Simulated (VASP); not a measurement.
Crystal: V.

```
CELL_PARAMETERS angstrom
4.22431 0.00000 0.00000
-2.11215 3.65836 0.00000
0.00000 0.00000 4.10563
ATOMIC_POSITIONS crystal
V 0.00000 0.00000 0.25000
V 0.00000 0.00000 0.75000
V 0.33333 0.66667 0.75000
V 0.66667 0.33333 0.25000
```

- Program: VASP 6.6.1
- Task: relaxation of cell and atoms
- Functional: PBE
- Potentials or basis: VASP PAW PBE potentials, release 64 (V_sv)
- Cutoff: 600 eV
- k mesh: 12 × 12 × 10
- Occupations: gaussian, width 0.1 eV
- Spin: no spin polarisation

At the start: pressure 1.1 GPa; volume 15.86 Å³/atom.

Problem. How do energy, volume and symmetry change on relaxing?

Solution. Over 5 steps the energy falls by 7.1 meV/atom and the volume is 15.92 Å³/atom (+0.4 %); space group P6_3/mmc (No. 194, to 0.05 Å).

Step by step:
```tsv
step	energy change (eV)	largest force (eV/Å)	pressure (GPa)	volume (Å³)
1	0.0000	0.0000	1.11	63.45
2	-0.0246	0.0000	-1.29	64.44
3	-0.0246	0.0000	-1.19	64.42
4	-0.0283	0.0000	0.33	63.50
5	-0.0286	0.0000	0.05	63.69
```

Final structure:
```
V
1.0
     4.17995    0.00000    0.00000
    -2.08998    3.61994    0.00000
     0.00000    0.00000    4.20896
V
4
Direct
  0.00000 0.00000 0.25000
  0.00000 0.00000 0.75000
  0.33333 0.66667 0.75000
  0.66667 0.33333 0.25000
```
